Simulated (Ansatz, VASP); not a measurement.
## Hg in VASP and in Ansatz

File INCAR:

```
SYSTEM = Hg
  PREC = Accurate
  ENCUT = 520
  EDIFF = 1E-6
  ISMEAR = -1
  SIGMA = 0.08
  LREAL = .False.
  LASPH = .True.
  NELM = 100
  ALGO = Normal
  ISIF = 2
  LWAVE = .False.
  LCHARG = .True.
  GGA = PS
  LELF = .True.
  LVHAR = .True.
  NBANDS = 12
```

The input KPOINTS:

```
Automatic mesh
0
Gamma
  15 15 15
  0 0 0
```

POSCAR

```
Hg
1.0
   -1.5955134729      1.5955134729      1.5955134729
    1.5955134729     -1.5955134729      1.5955134729
    1.5955134729      1.5955134729     -1.5955134729
Hg
1
Direct
    0.0000000000      0.0000000000      0.0000000000
```

Input for Ansatz:

```yaml
crystal:
  lattice:
    - [-1.5955134729, 1.5955134729, 1.5955134729]
    - [1.5955134729, -1.5955134729, 1.5955134729]
    - [1.5955134729, 1.5955134729, -1.5955134729]
  atoms:
    - { symbol: Hg, position: [0.0, 0.0, 0.0] }
kpoints:
  mp_grid: { grid: [15, 15, 15] }
scf:
  occupations: { method: fermi_dirac, width: 0.08 }
hamiltonian:
  xc: pbesol
  pseudopotentials: { kind: all_electron, lapw: { basis_error: 0.001 } }
output:
  forces: true
  stress: true
  eigenvalues: true
  populations: true
```

Change from the starting cell: volume scaled by 0.68, LAPW.

Alike in both runs: task single point; functional PBEsol; k mesh 15 × 15 × 15; occupations fermi-dirac, width 0.08 eV; no spin polarisation.

|  | VASP | Ansatz |
| --- | --- | --- |
| version | VASP 6.6.1 | Ansatz 0.2.0 |
| potentials or method | VASP PAW PBE potentials, release 64 (Hg), cutoff 520 eV | all-electron LAPW, scalar-relativistic |

VASP gave:

| Property | Result |
| --- | --- |
| pressure (GPa) | 55.5 |

Question: What did Ansatz give for the same quantities?

Answer: Pressure (GPa): 52.7.

VASP's potentials were made for PBE, not for PBEsol. Both programs put the cell under a high pressure, so it lies far from rest at this level. Ansatz ran all-electron here, and VASP with PAW potentials.

Spin-orbit coupling is off throughout.
